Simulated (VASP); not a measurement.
# Yb in VASP: single point with RPBE

Aim: the single point of Yb with RPBE.

Program: VASP 6.6.1. These are calculated values, not measurements. Logs are shortened: lines on timing, memory, paths and dates and some standing lists are left out, and cuts for length are marked.

## Step 1: The cell of the first run

The cell holds a single atom in a box, 1 atom: a = 14.000 Å, b = 14.400 Å, c = 14.800 Å, α = 90.00°, β = 90.00°, γ = 90.00°.

## Step 2: Single point, RPBE, collinear spin, ferromagnetic start

The input, INCAR:

```
SYSTEM = Yb
PREC = Accurate
ENCUT = 520
EDIFF = 1E-6
ISMEAR = -1
SIGMA = 0.01
LREAL = .FALSE.
LASPH = .TRUE.
NELM = 150
ALGO = Normal
ISIF = 2
LWAVE = .FALSE.
LCHARG = .FALSE.
ISPIN = 2
MAGMOM = 2
LORBIT = 11
LMAXMIX = 6
GGA = RP
NBANDS = 22
ISYM = 0
```

The input, KPOINTS:

```
regular mesh
0
G
  1 1 1
  0 0 0
```

The input, POSCAR:

```
Yb
1.0
   14.0000000000      0.0000000000      0.0000000000
    0.0000000000     14.4000000000      0.0000000000
    0.0000000000      0.0000000000     14.8000000000
Yb
1
Direct
    0.5000000000      0.5000000000      0.5000000000
```

Potentials or basis: VASP PAW PBE potentials, release 64 (Yb).

Started as:

```bash
$ cat potpaw_PBE.64/Yb/POTCAR > POTCAR
$ mpirun -np 1 vasp_gam > vasp.out
```

OUTCAR:

```text
SYSTEM = Yb
   PREC = Accurate
   ENCUT = 520
   EDIFF = 1E-6
   ISMEAR = -1
   LREAL = .FALSE.
   LASPH = .TRUE.
   NELM = 150
   ISIF = 2
   ISPIN = 2
   LORBIT = 11
   GGA = RP
   ISYM = 0

 ion  position               nearest neighbor table
   1  0.500  0.500  0.500-

IMPORTANT INFORMATION: All symmetrisations will be switched off!
NOSYMM: (Re-)initialisation of all symmetry stuff for point group C_1.

----------------------------------------------------------------------------------------

                                     Primitive cell

  volume of cell :    2983.6800

  direct lattice vectors                    reciprocal lattice vectors
    14.000000000  0.000000000  0.000000000     0.071428571  0.000000000  0.000000000
     0.000000000 14.400000000  0.000000000     0.000000000  0.069444444  0.000000000
     0.000000000  0.000000000 14.800000000     0.000000000  0.000000000  0.067567568

  length of vectors
    14.000000000 14.400000000 14.800000000     0.071428571  0.069444444  0.067567568

  position of ions in fractional coordinates (direct lattice)
     0.500000000  0.500000000  0.500000000

  ion indices of the primitive-cell ions
   primitive index   ion index
                 1           1

----------------------------------------------------------------------------------------

 KPOINTS: regular mesh

Automatic generation of k-mesh.
 Grid dimensions read from file:
 generate k-points for:    1    1    1

 Generating k-lattice:

  Cartesian coordinates                     Fractional coordinates (reciprocal lattice)
     0.071428571  0.000000000  0.000000000     1.000000000  0.000000000  0.000000000
     0.000000000  0.069444444  0.000000000     0.000000000  1.000000000  0.000000000
     0.000000000  0.000000000  0.067567568     0.000000000  0.000000000  1.000000000

  Length of vectors
     0.071428571  0.069444444  0.067567568

  Shift w.r.t. Gamma in fractional coordinates (k-lattice)
     0.000000000  0.000000000  0.000000000

 Subroutine IBZKPT returns following result:
 ===========================================

 Found      1 irreducible k-points:

 Following reciprocal coordinates:
            Coordinates               Weight
  0.000000  0.000000  0.000000      1.000000
   k-points           NKPTS =      1   k-points in BZ     NKDIM =      1   number of bands    NBANDS=     22
   number of dos      NEDOS =    301   number of ions     NIONS =      1
   total plane-waves  NPLWV = ******
   dimension x,y,z NGX =   108 NGY =  108 NGZ =  112
   dimension x,y,z NGXF=   216 NGYF=  216 NGZF=  224
   ions per type =               1
   NGX,Y,Z   is equivalent  to a cutoff of  12.82, 12.47, 12.58 a.u.
   NGXF,Y,Z  is equivalent  to a cutoff of  25.65, 24.94, 25.16 a.u.
 SYSTEM =  Yb
   PREC   = accura    normal or accurate (medium, high low for compatibility)
   ISTART =      0    job   : 0-new  1-cont  2-samecut
   ICHARG =      2    charge: 1-file 2-atom 10-const
   ISPIN  =      2    spin polarized calculation?
   LNONCOLLINEAR =      F non collinear calculations
   LSORBIT =      F    spin-orbit coupling
   LASPH  =      T    aspherical Exc in radial PAW
   ENCUT  =  520.0 eV  38.22 Ry    6.18 a.u.  26.03 26.77 27.52*2*pi/ulx,y,z
   NELM   =    150;   NELMIN=  2; NELMDL= -5     # of ELM steps
   EDIFF  = 0.1E-05   stopping-criterion for ELM
   LREAL  =      F    real-space projection
   EDIFFG = 0.1E-04   stopping-criterion for IOM
   NSW    =      0    number of steps for IOM
   IBRION =     -1    ionic relax: 0-MD 1-quasi-New 2-CG
   NFREE  =      0    steps in history (QN), initial steepest desc. (CG)
   ISIF   =      2    stress and relaxation
   ISYM   =      0    0-nonsym 1-usesym 2-fastsym
   POTIM  = 0.5000    time-step for ionic-motion
   TEBEG  =    0.0;   TEEND  =   0.0 temperature during run
   PSTRESS=    0.0 pullay stress
   NELECT =      24.0000    total number of electrons
   NUPDOWN=      -1.0000    fix difference up-down
   EMIN   =  10.00;   EMAX   =-10.00  energy-range for DOS
   EFERMI =   0.00;   METHOD = LEGACY
   ISMEAR =    -1;   SIGMA  =   0.01  broadening in eV -4-tet -1-fermi 0-gaus
   EFERMI_NEDOS =   21; number of points for ismear=-14 and -15
   IALGO  =     38    algorithm
   IMIX   =      4    mixing-type and parameters
     AMIX     =   0.40;   BMIX     =  1.00
     AMIX_MAG =   1.60;   BMIX_MAG =  1.00
  volume/ion in A,a.u.               =    2983.68     20134.87
  Fermi-wavevector in a.u.,A,eV,Ry     =   0.328016  0.619860  1.463908  0.107594
  Thomas-Fermi vector in A             =   1.221240
   LORBIT       =     11    0 simple, 1 ext, 2 COOP (PROOUT), +10 PAW based schemes
   GGA     = RP    functional components
   LHFCALC =     F    Hartree Fock is set to
   AEXX    =    0.0000 exact exchange contribution
   IVDW    =     0    specifies the selected vdW correction
   LEPSILON=     F    determine dielectric tensor
   LRPA    =     F    only Hartree local field effects (RPA)
 spin polarized calculation
  energy-cutoff  :      520.00
  volume of cell :     2983.68
 maximum number of plane-waves:     40220
 NGX is ok and might be reduce to   108
   NGX = 53   NGY = 53   NGZ = 55

 number of electron      24.0000007 magnetization      -0.0000126

 number of electron      24.0000007 magnetization       0.0000319

 Free energy of the ion-electron system (eV)
  ---------------------------------------------------
  ext. energy  EPLUGINS =         0.00000000
  ---------------------------------------------------
  free energy    TOTEN  =        -1.82462998 eV

  energy without entropy =       -1.82462998  energy(sigma->0) =       -1.82462998

 E-fermi :  -2.3742     XC(G=0):  -0.5799

 val. band max:       -2.7926533786   @ k =   0.0000   0.0000   0.0000
 cond. band min:      -1.0315844857   @ k =   0.0000   0.0000   0.0000
 fundamental gap:      1.7610688928
 Fermi energy:        -2.3741979384

 spin component 1

 k-point     1 :       0.0000    0.0000    0.0000
  band No.  band energies     occupation
      1     -54.9020      1.00000
      2     -27.3878      1.00000
      3     -27.3878      1.00000
      4     -27.3878      1.00000
      5      -3.7815      1.00000
      6      -2.7927      1.00000
      7      -2.7927      1.00000
      8      -2.7927      1.00000
      9      -2.7927      1.00000
     10      -2.7927      1.00000
     11      -2.7927      1.00000
     12      -2.7927      1.00000
     13      -1.0316      0.00000
     14      -1.0288      0.00000
     15      -1.0255      0.00000
     16      -0.5682      0.00000
     17      -0.5659      0.00000
     18      -0.5538      0.00000
     19      -0.5532      0.00000
     20      -0.5528      0.00000
     21      -0.2244      0.00000
     22       0.5169      0.00000
 Fermi energy:        -2.3741979384

 spin component 2

 k-point     1 :       0.0000    0.0000    0.0000
  band No.  band energies     occupation
      1     -54.9020      1.00000
      2     -27.3878      1.00000
      3     -27.3878      1.00000
      4     -27.3878      1.00000
      5      -3.7815      1.00000
      6      -2.7927      1.00000
      7      -2.7927      1.00000
      8      -2.7927      1.00000
      9      -2.7927      1.00000
     10      -2.7927      1.00000
     11      -2.7927      1.00000
     12      -2.7927      1.00000
     13      -1.0315      0.00000
     14      -1.0288      0.00000
     15      -1.0254      0.00000
     16      -0.5681      0.00000
     17      -0.5658      0.00000
     18      -0.5538      0.00000
     19      -0.5532      0.00000
     20      -0.5527      0.00000
     21      -0.2238      0.00000
     22       0.5193      0.00000

------------------------ aborting loop because EDIFF is reached ----------------------------------------

  FORCE on cell =-STRESS in cart. coord.  units (eV):
  Direction    XX          YY          ZZ          XY          YZ          ZX
  --------------------------------------------------------------------------------------
  -------------------------------------------------------------------------------------
  Total       -0.0442629     -0.0425443     -0.0418128     -0.0000162      0.0000046      0.0000219
  in kB       -0.0237683     -0.0228455     -0.0224527     -0.0000087      0.0000024      0.0000118
  external PRESSURE =      -0.0230222 kB  Pullay stress =       0.0000000 kB

 VOLUME and BASIS-vectors are now :
 -----------------------------------------------------------------------------
  energy-cutoff  :      520.00
  volume of cell :     2983.68
      direct lattice vectors                 reciprocal lattice vectors
    14.000000000  0.000000000  0.000000000     0.071428571  0.000000000  0.000000000
     0.000000000 14.400000000  0.000000000     0.000000000  0.069444444  0.000000000
     0.000000000  0.000000000 14.800000000     0.000000000  0.000000000  0.067567568

 POSITION                                       TOTAL-FORCE (eV/Angst)
 -----------------------------------------------------------------------------------
      7.00000      7.20000      7.40000         0.000002     -0.000009      0.000001
 -----------------------------------------------------------------------------------
    total drift:                                0.000002     -0.000009      0.000001

  FREE ENERGIE OF THE ION-ELECTRON SYSTEM (eV)
  ---------------------------------------------------
  free  energy   TOTEN  =        -1.8246299763 eV

  energy  without entropy=       -1.8246299763  energy(sigma->0) =       -1.82462998

 total charge

# of ion       s       p       d       f       tot
--------------------------------------------------
    1        2.329   5.960   0.000  13.834  22.123

 magnetization (x)

# of ion       s       p       d       f       tot
--------------------------------------------------
    1        0.000   0.000   0.000  -0.000   0.000
```

Wall time 17 min (1 thread of Intel Xeon Platinum 8259CL at 2.50GHz (Skylake/Cascade Lake), shared host); peak memory 2.9 GiB.

What came out:

```yaml
Free_energy: -1.8246 eV
Pressure: 0.0 GPa
Band_gap_on_the_k_mesh: 1.76 eV
Net_moment: 0.00 μB per cell
Valence_electrons_inside_the_program's_atomic_spheres: Yb 22.12
```

Caveat: the PAW data sets were made with another functional, which shifts forces and pressure a little; spin-orbit coupling is left out, which moves the levels of the heavy elements. The state reached can hang on the start; a lower one may exist.
